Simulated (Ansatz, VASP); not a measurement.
**Two plane-wave programs on Hf3N2**

```
Hf N
1.0
     1.59661    0.92180    7.71004
    -1.59661    0.92180    7.71004
     0.00000   -1.84361    7.71004
Hf N
3 2
Cartesian
  0.0000 0.0000 18.0126
  0.0000 0.0000 5.1175
  0.0000 0.0000 0.0000
  0.0000 0.0000 14.1337
  0.0000 0.0000 8.9964
```

Alike in both runs: functional PBEsol; k mesh 12 × 12 × 12; occupations fermi-dirac, width 0.15 eV; no spin polarisation.

Ansatz relaxed the structure, and its values are those at the end. VASP's run is a single point on that final structure, the one shown.

|  | VASP | Ansatz |
| --- | --- | --- |
| version | VASP 6.6.1 | Ansatz 0.2.0 |
| potentials or method | VASP PAW PBE potentials, release 64 (Hf_pv, N), cutoff 520 eV | scalar-relativistic, plane waves, PAW |
| valence electrons in the cell | 40 | 88 |

|  | VASP | Ansatz | Ansatz less VASP |
| --- | --- | --- | --- |
| gap on the k mesh at the Fermi level (eV) | none | none | - |
| pressure (GPa) | -1.4 | 0.0 | +1.39 |
| rms of the force components (eV/Å) | 0.030 | 0.000 | -0.0296 |

VASP's potentials were made for PBE, not for PBEsol. A gap of «none» marks a metal or a gap that the smearing closes. With one functional, cell and mesh, what is left measures potentials, basis and numerics. VASP's potentials hold 40 valence electrons a cell and Ansatz's 88, so a difference there can come from the potentials and not from the codes.

Neither program's run includes spin-orbit coupling.
